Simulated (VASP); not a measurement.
# YSi11O24 (a cell with a defect) in VASP: a series of runs

Runs on YSi11O24 (a cell with a defect). Level: PBE. Tasks: single point.

All numbers are computed with VASP 6.6.1; they aren't measurements. Logs are shortened: lines on timing, memory, paths and dates and some standing lists are left out, and cuts for length are marked.

**1. The cell of the first run**

The cell holds a defect, 36 atoms: a = 7.454 Å, b = 7.454 Å, c = 10.042 Å, α = 70.32°, β = 70.32°, γ = 71.37°.

**2. Single point, PBE**

File INCAR:

```
SYSTEM = YSi11O24
PREC = Accurate
ENCUT = 520
EDIFF = 1E-6
ISMEAR = -1
SIGMA = 0.01
LREAL = Auto
LASPH = .True.
NELM = 120
ALGO = Normal
ISIF = 2
LWAVE = .False.
LCHARG = .False.
GGA = PE
NELECT = 200.0
NBANDS = 124
GGA_COMPAT = .False.
```

File KPOINTS:

```
Automatic mesh
0
Gamma
  1 1 1
  0.25 0.25 0.25
```

File POSCAR:

```
YSi11O24
1.0
   -2.5104095144      4.3481568267      5.5092742089
    5.0208190287      0.0000000000      5.5092742089
    5.0208190287      8.6963136534      0.0000000000
Si O Y
11 24 1
Direct
    0.4038584341      0.8893354409      0.0483302281
    0.9088391459      0.4330969622      0.2614341075
   -0.0043653340     -0.0078358220      0.2590543234
    0.5001818666      0.4861778238      0.0043817595
    0.0749962452      0.5639288766      0.4482251396
    0.5913223770      0.0547831052      0.2052233900
    0.4054004457      0.9788943103      0.5449943426
    0.8983617866      0.4328301082      0.7739080223
    0.0059411236      0.0069501569      0.7593751716
    0.1068200402      0.5742192761      0.9273884548
    0.6060824560      0.0687003940      0.7290690264
    0.0634856725      0.4840344861      0.3189237571
    0.5522595830      0.9373138458      0.1115906573
    0.0416317292      0.8048978375      0.3934568133
    0.5634485082      0.2839575959      0.1206029590
    0.1814513884     -0.0006484385      0.1150776161
    0.6925611884      0.5339536838      0.3332640613
    0.2774427856      0.4652360029      0.4878004613
    0.8171934207      0.9684651930      0.2126752392
    0.4219079050      0.6552705567      0.0927075364
    0.9442965910      0.1923479195      0.3077673217
    0.4419246198      0.0348734458      0.3667149908
    0.9542930922      0.5079980501      0.0826016516
    0.0699655590      0.4985750321      0.8049427286
    0.5469574770      1.0773327620      0.5821528444
    0.0836435750      0.8111619156      0.8794354105
    0.5855410337      0.2862636178      0.7302762306
    0.1716624168      0.0686205290      0.6100398321
    0.6895870833      0.5316220053      0.8704865724
    0.3270880842      0.4727334288      0.9468391189
    0.8353929661      0.9513604491      0.7224458530
    0.4489742900      0.7499343679      0.6147613052
    0.9337074072      0.1936150030      0.8312619349
    0.4568417887     -0.0406531916      0.8713329854
    0.8978296397      0.5152794358      0.6005705447
    0.5062454876      0.4988642784      0.5451091450
```

Potentials or basis: VASP PAW PBE potentials, release 64 (Si, O, Y_sv).

Run with:

```bash
cat potpaw_PBE.64/Si/POTCAR potpaw_PBE.64/O/POTCAR potpaw_PBE.64/Y_sv/POTCAR > POTCAR
mpirun -np 1 vasp_std > vasp.out
```

OUTCAR:

```text
SYSTEM = YSi11O24
   PREC = Accurate
   ENCUT = 520
   EDIFF = 1E-6
   ISMEAR = -1
   LREAL = Auto
   LASPH = .True.
   NELM = 120
   ISIF = 2
   GGA = PE
   NELECT = 200.0

 ion  position               nearest neighbor table
   1  0.404  0.889  0.048-  34 1.62  16 1.62  20 1.62  13 1.62   4 3.01  11 3.08   3 3.10   6 3.14

   2  0.909  0.433  0.261-  17 1.58  12 1.64  23 1.64  21 1.65   5 3.09  10 3.13   3 3.15  36 3.41

   3  0.996  0.992  0.259-  21 1.62  14 1.62  19 1.62  16 1.63   1 3.10   5 3.10   6 3.10   2 3.15

   4  0.500  0.486  0.004-  15 1.61  30 1.62  29 1.62  20 1.63   1 3.01   8 3.09  10 3.10
   5  0.075  0.564  0.448-  18 1.57  12 1.64  14 1.65  35 1.67   8 3.03   2 3.09   3 3.10  36 3.51

   6  0.591  0.055  0.205-  15 1.61  19 1.62  22 1.62  13 1.62   3 3.10   1 3.14   7 3.15
   7  0.405  0.979  0.545-  32 1.58  28 1.64  22 1.64  25 1.65   9 3.02  11 3.07   6 3.15  36 3.41

   8  0.898  0.433  0.774-  29 1.62  35 1.64  33 1.64  24 1.66   5 3.03   9 3.06   4 3.09  10 3.11

   9  0.006  0.007  0.759-  28 1.62  26 1.63  31 1.64  33 1.64  11 2.97   7 3.02   8 3.06  10 3.07

  10  0.107  0.574  0.927-  23 1.62  30 1.62  26 1.63  24 1.64   9 3.07   4 3.10   8 3.11   2 3.13

  11  0.606  0.069  0.729-  27 1.58  34 1.63  31 1.64  25 1.65   9 2.97   7 3.07   1 3.08  36 3.11

  12  0.063  0.484  0.319-   5 1.64   2 1.64
  13  0.552  0.937  0.112-   1 1.62   6 1.62
  14  0.042  0.805  0.393-   3 1.62   5 1.65
  15  0.563  0.284  0.121-   4 1.61   6 1.61
  16  0.181  0.999  0.115-   1 1.62   3 1.63
  17  0.693  0.534  0.333-   2 1.58  36 2.10
  18  0.277  0.465  0.488-   5 1.57  36 2.08
  19  0.817  0.968  0.213-   6 1.62   3 1.62
  20  0.422  0.655  0.093-   1 1.62   4 1.63
  21  0.944  0.192  0.308-   3 1.62   2 1.65
  22  0.442  0.035  0.367-   6 1.62   7 1.64
  23  0.954  0.508  0.083-  10 1.62   2 1.64
  24  0.070  0.499  0.805-  10 1.64   8 1.66
  25  0.547  0.077  0.582-  11 1.65   7 1.65  36 2.96
  26  0.084  0.811  0.879-   9 1.63  10 1.63
  27  0.586  0.286  0.730-  11 1.58  36 2.12
  28  0.172  0.069  0.610-   9 1.62   7 1.64
  29  0.690  0.532  0.870-   4 1.62   8 1.62
  30  0.327  0.473  0.947-  10 1.62   4 1.62
  31  0.835  0.951  0.722-   9 1.64  11 1.64
  32  0.449  0.750  0.615-   7 1.58  36 2.08
  33  0.934  0.194  0.831-   9 1.64   8 1.64
  34  0.457  0.959  0.871-   1 1.62  11 1.63
  35  0.898  0.515  0.601-   8 1.64   5 1.67
  36  0.506  0.499  0.545-  18 2.08  32 2.08  17 2.10  27 2.12  25 2.96  11 3.11   2 3.41   7 3.41
                             5 3.51

  LATTYP: Found a base centered monoclinic cell.
 ALAT       =    12.1085520585
 B/A-ratio  =     0.7181959999
 C/A-ratio  =     0.8293013078
 COS(beta)  =    -0.4146506539

  Lattice vectors:

 A1 = (   2.5104095144,  -4.3481568267,  -5.5092742089)
 A2 = (  -5.0208190287,   0.0000000000,  -5.5092742089)
 A3 = (   5.0208190287,   8.6963136534,   0.0000000000)

Analysis of symmetry for initial positions (statically):
=====================================================================
 Subroutine PRICEL returns:
 Original cell was already a primitive cell.

 Routine SETGRP: Setting up the symmetry group for a
 base centered monoclinic supercell.

 Subroutine GETGRP returns: Found  1 space group operations
 (whereof  1 operations were pure point group operations)
 out of a pool of  4 trial point group operations.

The static configuration has the point symmetry C_1 .

Analysis of symmetry for dynamics (positions and initial velocities):
=====================================================================
 Subroutine PRICEL returns:
 Original cell was already a primitive cell.

 Routine SETGRP: Setting up the symmetry group for a
 base centered monoclinic supercell.

 Subroutine GETGRP returns: Found  1 space group operations
 (whereof  1 operations were pure point group operations)
 out of a pool of  4 trial point group operations.

The dynamic configuration has the point symmetry C_1 .

 Subroutine INISYM returns: Found  1 space group operations
 (whereof  1 operations are pure point group operations),
 and found     1 'primitive' translations

----------------------------------------------------------------------------------------

                                     Primitive cell

  volume of cell :     481.0987

  direct lattice vectors                    reciprocal lattice vectors
    -2.510409514  4.348156827  5.509274209    -0.099585346  0.057495626  0.090756056
     5.020819029  0.000000000  5.509274209     0.099585346 -0.057495626  0.090756056
     5.020819029  8.696313653  0.000000000     0.049792673  0.086243439 -0.045378028

  length of vectors
     7.453906763  7.453906763 10.041638057     0.146491126  0.146491126  0.109436770

  position of ions in fractional coordinates (direct lattice)
     0.403858434  0.889335441  0.048330228
     0.908839146  0.433096962  0.261434108
     0.995634666  0.992164178  0.259054323
     0.500181867  0.486177824  0.004381759
     0.074996245  0.563928877  0.448225140
     0.591322377  0.054783105  0.205223390
[... 28 lines left out ...]
     0.897829640  0.515279436  0.600570545
     0.506245488  0.498864278  0.545109145

  ion indices of the primitive-cell ions
   primitive index   ion index
                 1           1
                 2           2
                 3           3
                 4           4
                 5           5
                 6           6
[... 28 lines left out ...]
                35          35
                36          36

----------------------------------------------------------------------------------------

 KPOINTS: Automatic mesh

Automatic generation of k-mesh.
 Grid dimensions read from file:
 generate k-points for:    1    1    1

 Generating k-lattice:

  Cartesian coordinates                     Fractional coordinates (reciprocal lattice)
    -0.099585346  0.057495626  0.090756056     1.000000000  0.000000000  0.000000000
     0.099585346 -0.057495626  0.090756056     0.000000000  1.000000000 -0.000000000
     0.049792673  0.086243439 -0.045378028     0.000000000  0.000000000  1.000000000

  Length of vectors
     0.146491126  0.146491126  0.109436770

  Shift w.r.t. Gamma in fractional coordinates (k-lattice)
     0.250000000  0.250000000  0.250000000

 Subroutine IBZKPT returns following result:
 ===========================================

 Found      1 irreducible k-points:

 Following reciprocal coordinates:
            Coordinates               Weight
  0.250000  0.250000  0.250000      2.000000
   k-points           NKPTS =      1   k-points in BZ     NKDIM =      1   number of bands    NBANDS=    124
   number of dos      NEDOS =    301   number of ions     NIONS =     36
   total plane-waves  NPLWV = 250880
   dimension x,y,z NGX =    56 NGY =   56 NGZ =   80
   dimension x,y,z NGXF=   112 NGYF=  112 NGZF=  160
   ions per type =              11  24   1
   NGX,Y,Z   is equivalent  to a cutoff of  12.49, 12.49, 13.24 a.u.
   NGXF,Y,Z  is equivalent  to a cutoff of  24.98, 24.98, 26.49 a.u.
 SYSTEM =  YSi11O24
   PREC   = accura    normal or accurate (medium, high low for compatibility)
   ISTART =      0    job   : 0-new  1-cont  2-samecut
   ICHARG =      2    charge: 1-file 2-atom 10-const
   ISPIN  =      1    spin polarized calculation?
   LNONCOLLINEAR =      F non collinear calculations
   LSORBIT =      F    spin-orbit coupling
   LASPH  =      T    aspherical Exc in radial PAW
   ENCUT  =  520.0 eV  38.22 Ry    6.18 a.u.  13.86 13.86 18.67*2*pi/ulx,y,z
   NELM   =    120;   NELMIN=  2; NELMDL= -5     # of ELM steps
   EDIFF  = 0.1E-05   stopping-criterion for ELM
   LREAL  =      T    real-space projection
   EDIFFG = 0.1E-04   stopping-criterion for IOM
   NSW    =      0    number of steps for IOM
   IBRION =     -1    ionic relax: 0-MD 1-quasi-New 2-CG
   NFREE  =      0    steps in history (QN), initial steepest desc. (CG)
   ISIF   =      2    stress and relaxation
   ISYM   =      2    0-nonsym 1-usesym 2-fastsym
   POTIM  = 0.5000    time-step for ionic-motion
   TEBEG  =    0.0;   TEEND  =   0.0 temperature during run
   PSTRESS=    0.0 pullay stress
   NELECT =     200.0000    total number of electrons
   NUPDOWN=      -1.0000    fix difference up-down
   EMIN   =  10.00;   EMAX   =-10.00  energy-range for DOS
   EFERMI =   0.00;   METHOD = LEGACY
   ISMEAR =    -1;   SIGMA  =   0.01  broadening in eV -4-tet -1-fermi 0-gaus
   EFERMI_NEDOS =   21; number of points for ismear=-14 and -15
   IALGO  =     38    algorithm
   IMIX   =      4    mixing-type and parameters
     AMIX     =   0.40;   BMIX     =  1.00
     AMIX_MAG =   1.60;   BMIX_MAG =  1.00
  volume/ion in A,a.u.               =      13.36        90.18
  Fermi-wavevector in a.u.,A,eV,Ry     =   1.221819  2.308903 20.311335  1.492841
  Thomas-Fermi vector in A             =   2.356988
   LORBIT       =      0    0 simple, 1 ext, 2 COOP (PROOUT), +10 PAW based schemes
   GGA     = PE    functional components
   LHFCALC =     F    Hartree Fock is set to
   AEXX    =    0.0000 exact exchange contribution
   IVDW    =     0    specifies the selected vdW correction
   LEPSILON=     F    determine dielectric tensor
   LRPA    =     F    only Hartree local field effects (RPA)
 non-spin polarized calculation
  energy-cutoff  :      520.00
  volume of cell :      481.10
 maximum number of plane-waves:     12934
 NGX is ok and might be reduce to    56
   NGX = 27   NGY = 27   NGZ = 37

 number of electron     200.0000001 magnetization

 Free energy of the ion-electron system (eV)
  ---------------------------------------------------
  ext. energy  EPLUGINS =         0.00000000
  ---------------------------------------------------
  free energy    TOTEN  =      -282.17995843 eV

  energy without entropy =     -282.17995843  energy(sigma->0) =     -282.17995843

 E-fermi :   1.5519     XC(G=0):  -9.0779

 val. band max:        1.2819245450   @ k =   0.2500   0.2500   0.2500
 cond. band min:       6.7694507095   @ k =   0.2500   0.2500   0.2500
 fundamental gap:      5.4875261644
 Fermi energy:         1.5518509240

 k-point     1 :       0.2500    0.2500    0.2500
  band No.  band energies     occupation
      1     -37.6268      2.00000
      2     -18.6143      2.00000
      3     -18.4388      2.00000
      4     -18.3711      2.00000
      5     -18.2911      2.00000
      6     -18.2329      2.00000
[... 104 lines left out ...]
    111       9.6053      0.00000
    112       9.7021      0.00000
 [bands above 112 left out]

------------------------ aborting loop because EDIFF is reached ----------------------------------------

  FORCE on cell =-STRESS in cart. coord.  units (eV):
  Direction    XX          YY          ZZ          XY          YZ          ZX
  --------------------------------------------------------------------------------------
  -------------------------------------------------------------------------------------
  Total       19.2030475     13.4241283     15.0480422     -5.7629987     -1.6177025     -2.1804616
  in kB       63.9508898     44.7056619     50.1136961    -19.1922087     -5.3873488     -7.2614755
  external PRESSURE =      52.9234159 kB  Pullay stress =       0.0000000 kB

 VOLUME and BASIS-vectors are now :
 -----------------------------------------------------------------------------
  energy-cutoff  :      520.00
  volume of cell :      481.10
      direct lattice vectors                 reciprocal lattice vectors
    -2.510409514  4.348156827  5.509274209    -0.099585346  0.057495626  0.090756056
     5.020819029  0.000000000  5.509274209     0.099585346 -0.057495626  0.090756056
     5.020819029  8.696313653  0.000000000     0.049792673  0.086243439 -0.045378028

 POSITION                                       TOTAL-FORCE (eV/Angst)
 -----------------------------------------------------------------------------------
      3.69400      2.17633      7.12456         0.009791      0.008007     -0.002383
      1.20556      6.22529      7.39309        -0.062780      0.006262      0.007430
      3.78269      6.58199     10.95133         0.005672      0.000624      0.002915
      1.20735      2.21297      5.43413        -0.007258      0.032523     -0.008585
      4.89357      4.22400      3.52001         0.027553     -0.051071     -0.006558
     -0.17902      4.35585      3.55957        -0.013854     -0.007577      0.003568
[... 28 lines left out ...]
      3.34856      9.12665      7.78521        -0.013281     -0.014013      0.009513
      3.97072      6.94167      5.53743        -0.003597     -0.005025     -0.000534
 -----------------------------------------------------------------------------------
    total drift:                                0.002589      0.000968     -0.031268

  FREE ENERGIE OF THE ION-ELECTRON SYSTEM (eV)
  ---------------------------------------------------
  free  energy   TOTEN  =      -282.1799584283 eV

  energy  without entropy=     -282.1799584283  energy(sigma->0) =     -282.17995843
```

It took 6.9 min on 1 thread of Intel Xeon 8259CL, shared host; peak memory 0.55 GiB.

What came out:

- Free energy: -282.1800 eV
- Largest force: 0.099 eV/Å

Forces on the atoms (eV/Å):
```
Si   0.010  0.008 -0.002
Si  -0.063  0.006  0.007
Si   0.006  0.001  0.003
Si  -0.007  0.033 -0.009
Si   0.028 -0.051 -0.007
Si  -0.014 -0.008  0.004
Si   0.034 -0.072  0.060
Si   0.028 -0.007  0.006
Si   0.007  0.023  0.009
Si  -0.014  0.005  0.003
Si  -0.057 -0.025 -0.062
O    0.011 -0.008 -0.006
O    0.011 -0.010 -0.006
O   -0.016  0.008 -0.016
O   -0.007 -0.012 -0.007
O   -0.004  0.006 -0.004
O    0.079 -0.007 -0.038
O   -0.035  0.077  0.038
O    0.012  0.008  0.005
O   -0.005 -0.006  0.000
O    0.008 -0.017  0.019
O    0.001  0.021 -0.003
O   -0.002  0.017 -0.006
O    0.001 -0.007 -0.008
O    0.004  0.009 -0.006
O   -0.003 -0.012  0.000
O    0.061 -0.002  0.069
O   -0.005  0.007  0.004
O    0.000  0.009 -0.009
O    0.013 -0.001  0.001
O    0.003 -0.002 -0.011
O   -0.054  0.033 -0.055
O   -0.005 -0.001  0.004
O   -0.008 -0.006  0.015
O   -0.013 -0.014  0.010
Y   -0.004 -0.005 -0.001
```

Caveat: the k points lie up to 0.92 Å⁻¹ apart, too coarse for converged energies, forces and pressures; the cell carries a net charge on a neutralising background, which shifts energy and pressure; the cell is charged against a uniform background, so pressure and absolute levels hang on convention.

(Continued in part 2 of 2.)
